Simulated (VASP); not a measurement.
Set up this calculation in VASP 6.6.1, as the native input.

```
Task                   : single point
Functional             : LDA
Potentials or basis    : VASP PAW LDA potentials, release 64 (Zr_sv, C)
Cutoff                 : 520 eV
k mesh                 : 10 × 10 × 10
Occupations            : fermi-dirac, width 0.05 eV
Spin                   : no spin polarisation
Dipole correction      : no
Further INCAR settings : ALGO = Normal; EDIFF = 1e-07; NBANDS = 15
```

The structure of ZrC lies in POSCAR:

```
ZrC
1.0
    0.0000000000      2.3330366223      2.3330366223
    2.3330366223      0.0000000000      2.3330366223
    2.3330366223      2.3330366223      0.0000000000
Zr C
1 1
Direct
    0.5000000000      0.5000000000      0.5000000000
    0.0000000000      0.0000000000      0.0000000000
```

One way to write it, as run:

INCAR

```
SYSTEM = ZrC
PREC = Accurate ; ENCUT = 520
EDIFF = 1E-7 ; ISMEAR = -1
SIGMA = 0.05 ; LREAL = .False.
LASPH = .True. ; NELM = 100
ALGO = Normal ; ISIF = 2
LWAVE = .False. ; LCHARG = .True.
LELF = .True. ; LVHAR = .True.
NBANDS = 15
```

KPOINTS

```
Automatic mesh
0
Gamma
  10 10 10
  0 0 0
```

Potentials or basis: VASP PAW LDA potentials, release 64 (Zr_sv, C).

Command:

```console
$ cat potpaw_LDA.64/Zr_sv/POTCAR potpaw_LDA.64/C/POTCAR > POTCAR
$ mpirun -np 1 vasp_std > vasp.out
```

It gave:

The pressure is -3.2 GPa. The band gap on the k mesh is zero (band 8 reaches 10.65 eV, above the bottom of band 9 at 9.39 eV).

Wall time 47 s on 1 thread of Intel Xeon 8259CL, with other jobs on the host, peak memory 0.15 GiB.
